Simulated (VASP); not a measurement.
Wanted: the native input for a VASP 6.6.1 run.

```yaml
Task: relaxation of cell and atoms
Functional: PBEsol
Potentials_or_basis: VASP PAW PBE potentials, release 64 (Ag)
Cutoff: 600 eV
k_mesh: 9 × 9 × 9
Occupations: fermi-dirac, width 0.1 eV
Spin: no spin polarisation
Dipole_correction: no
Further_INCAR_settings: ALGO = Normal; EDIFF = 1e-06; IBRION = 2; EDIFFG = -0.02; NSW = 80; ISIF = 3
```

The structure of Ag lies in POSCAR:

```
Ag
1.0
    0.0000000000      2.0260530265      2.0260530265
    2.0260530265      0.0000000000      2.0260530265
    2.0260530265      2.0260530265      0.0000000000
Ag
1
Direct
    0.0000000000      0.0000000000      0.0000000000
```

The input as run:

INCAR

```
SYSTEM = Ag
  ALGO = Normal
  EDIFF = 1E-6
  EDIFFG = -0.02
  ENCUT = 600
  GGA = PS
  IBRION = 2
  ISIF = 3
  ISMEAR = -1
  LASPH = .True.
  LCHARG = .False.
  LREAL = .False.
  LWAVE = .False.
  NELM = 100
  NSW = 80
  PREC = Accurate
  SIGMA = 0.1
```

KPOINTS

```
k-points
0
Gamma
  9 9 9
  0 0 0
```

Potentials or basis: VASP PAW PBE potentials, release 64 (Ag).

The run is started by

```sh
$ cat potpaw_PBE.64/Ag/POTCAR > POTCAR
$ mpirun -np 1 vasp_std > vasp.out
```

Results of the run:

```json
{
 "Relaxed volume": "16.57 Å³/atom",
 "Relaxed cell": "a = 2.862 Å, b = 2.862 Å, c = 2.862 Å, α = 60.00°, β = 60.00°, γ = 60.00°",
 "Space group after relaxing (to 0.05 Å)": "Fm-3m (No. 225)",
 "Energy gained by relaxing": "0.0 meV/atom",
 "Ionic steps": "2",
 "Pressure after relaxing": "0.2 GPa"
}
```

Caveat: the PAW data sets were made with another functional, which shifts forces and pressure a little.

Wall time 7.1 s on 1 thread of Intel(R) Xeon(R) Platinum 8259CL CPU @ 2.50GHz (Skylake/Cascade Lake) (shared host), peak memory 0.14 GiB.
